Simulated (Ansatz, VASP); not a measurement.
**InSb3: VASP beside Ansatz**

The input INCAR:

```
SYSTEM = InSb3
PREC = Accurate
ENCUT = 520
EDIFF = 1E-7
ISMEAR = 0
SIGMA = 0.15
LREAL = .FALSE.
LASPH = .TRUE.
NELM = 80
ALGO = Normal
ISIF = 2
LWAVE = .FALSE.
LCHARG = .FALSE.
GGA = PS
NBANDS = 22
```

File KPOINTS:

```
regular mesh
0
G
  10 10 10
  0 0 0
```

POSCAR

```
InSb3
1.0
    5.1119960013      0.0000000000      0.0000000000
    0.0000000000      5.1119960013      0.0000000000
    0.0000000000      0.0000000000      4.2613598667
In Sb
1 3
Direct
    0.0000000000      0.0000000000      0.0000000000
    0.5000000000      0.0000000000      0.5000000000
    0.0000000000      0.5000000000      0.5000000000
    0.5000000000      0.5000000000      0.0000000000
```

Input for Ansatz:

```yaml
crystal:
  lattice:
    - [5.1119960013, 0.0, 0.0]
    - [0.0, 5.1119960013, 0.0]
    - [0.0, 0.0, 4.2613598667]
  atoms:
    - { symbol: In, position: [0.0, 0.0, 0.0] }
    - { symbol: Sb, position: [0.5, 0.0, 0.5] }
    - { symbol: Sb, position: [0.0, 0.5, 0.5] }
    - { symbol: Sb, position: [0.5, 0.5, 0.0] }
basis:
  ecutwfc: 420
kpoints:
  mp_grid: { grid: [10, 10, 10] }
hamiltonian:
  xc: pbesol
  pseudopotentials: { kind: paw, azcp: { folder: soft_1 } }
scf:
  occupations: { method: gaussian, width: 0.15 }
output:
  forces: true
  stress: true
  eigenvalues: true
```

Alike in both runs: task single point; functional PBEsol; k mesh 10 × 10 × 10; occupations gaussian, width 0.15 eV; no spin polarisation.

|  | VASP | Ansatz |
| --- | --- | --- |
| version | VASP 6.6.1 | Ansatz 0.2.0 |
| potentials or method | VASP PAW PBE potentials, release 64 (In_d, Sb), cutoff 520 eV | scalar-relativistic, plane waves, PAW |
| valence electrons in the cell | 28 | 58 |

Ansatz gave:

- gap on the k mesh at the Fermi level (eV): none
- pressure (GPa): -3.1
- traceless stress, the component that is largest in VASP (GPa): -0.77

Question: Estimate VASP's values.

Answer: gap on the k mesh at the Fermi level (eV): none; pressure (GPa): -3.1; traceless stress, the component that is largest in VASP (GPa): -0.78.

VASP's potentials were made for PBE, not for PBEsol, and Ansatz warns of the same on its side. A gap of «none» marks a metal or a gap that the smearing closes. With one functional, cell and mesh, what is left measures potentials, basis and numerics. VASP's potentials hold 28 valence electrons a cell and Ansatz's 58, so a difference there can come from the potentials and not from the codes.

Neither program's run includes spin-orbit coupling.
